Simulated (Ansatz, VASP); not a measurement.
Ni in VASP and in Ansatz

```
CELL_PARAMETERS angstrom
-1.37783 1.37783 1.37783
1.37783 -1.37783 1.37783
1.37783 1.37783 -1.37783
ATOMIC_POSITIONS crystal
Ni 0.00000 0.00000 0.00000
```

Alike in both runs: functional PBEsol; k mesh 16 × 16 × 16; occupations fermi-dirac, width 0.05 eV; collinear spin.

Ansatz relaxed the structure, and its values are those at the end. VASP's run is a single point on that final structure, the one shown.

|  | VASP | Ansatz |
| --- | --- | --- |
| version | VASP 6.6.1 | Ansatz 0.2.0 |
| potentials or method | VASP PAW PBE potentials, release 64 (Ni), cutoff 520 eV | plane waves (420 eV) with PAW, scalar-relativistic |
| valence electrons in the cell | 10 | 18 |

VASP gave:

| Quantity | Value |
| --- | --- |
| pressure (GPa) | -0.1 |
| net moment per atom (μB) | 0.53 |
| size of the moment on the site where the two differ most (μB) | 0.53 |

Problem. Which values does Ansatz return?

Solution. Pressure (GPa): 0.0; net moment per atom (μB): 0.53; size of the moment on the site where the two differ most (μB): 0.56.

VASP's potentials were made for PBE, not for PBEsol, and Ansatz warns of the same on its side. Site moments also hang on the region over which each program counts them. With one functional, cell and mesh, what is left measures potentials, basis and numerics. VASP's potentials hold 10 valence electrons a cell and Ansatz's 18, so a difference there can come from the potentials and not from the codes.
